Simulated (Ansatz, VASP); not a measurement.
**AlN in VASP and in Ansatz**

```
Al N
1.0
     3.44430    0.00000    0.00000
    -1.72215    2.98285    0.00000
     0.00000    0.00000    3.98643
Al N
2 2
Direct
  0.33333 0.66667 0.75000
  0.66667 0.33333 0.25000
  0.33333 0.66667 0.25000
  0.66667 0.33333 0.75000
```

Alike in both runs: task single point; functional PBEsol; k mesh 9 × 9 × 6; occupations gaussian, width 0.05 eV; no spin polarisation.

```csv
,VASP,Ansatz
version,VASP 6.6.1,Ansatz 0.2.0
potentials or method,"VASP PAW PBE potentials, release 64 (Al, N), cutoff 520 eV","scalar-relativistic, plane waves, PAW"
valence electrons in the cell,16,16
```

```csv
,VASP,Ansatz,Ansatz less VASP
gap on the k mesh at the Fermi level (eV),3.26,3.25,-0.010
least direct gap on the mesh (eV),3.26,3.25,-0.010
pressure (GPa),-8.7,-8.7,+0.01
"traceless stress, the component that is largest in VASP (GPa)",10.08,9.96,-0.117
```

VASP's potentials were made for PBE, not for PBEsol, and Ansatz warns of the same on its side.
